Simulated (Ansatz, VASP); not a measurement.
PtS2 in VASP and in Ansatz

```
Pt S
1.0
     3.58571    0.00000    0.00000
    -1.79286    3.10532    0.00000
     0.00000    0.00000    5.42948
Pt S
1 2
Direct
  0.00000 0.00000 0.00000
  0.33333 0.66667 0.22427
  0.66667 0.33333 0.77573
```

Alike in both runs: functional PBE; k mesh 12 × 12 × 6; occupations gaussian, width 0.05 eV; no spin polarisation.

Ansatz relaxed the structure, and its values are those at the end. VASP's run is a single point on that final structure, the one shown.

|  | VASP | Ansatz |
| --- | --- | --- |
| version | VASP 6.6.1 | Ansatz 0.2.0 |
| potentials or method | VASP PAW PBE potentials, release 64 (Pt, S), cutoff 520 eV | scalar-relativistic, plane waves, PAW |
| valence electrons in the cell | 22 | 30 |

|  | VASP | Ansatz | Ansatz less VASP |
| --- | --- | --- | --- |
| gap on the k mesh at the Fermi level (eV) | 0.91 | 0.90 | -0.003 |
| least direct gap on the mesh (eV) | 1.12 | 1.12 | -0.003 |
| pressure (GPa) | 0.2 | 0.6 | +0.41 |
| rms of the force components (eV/Å) | 0.017 | 0.001 | -0.0160 |

VASP's potentials hold 22 valence electrons a cell and Ansatz's 30, so a difference there can come from the potentials and not from the codes. Ansatz's warnings: stress scf threshold loose.

Neither program's run includes spin-orbit coupling.
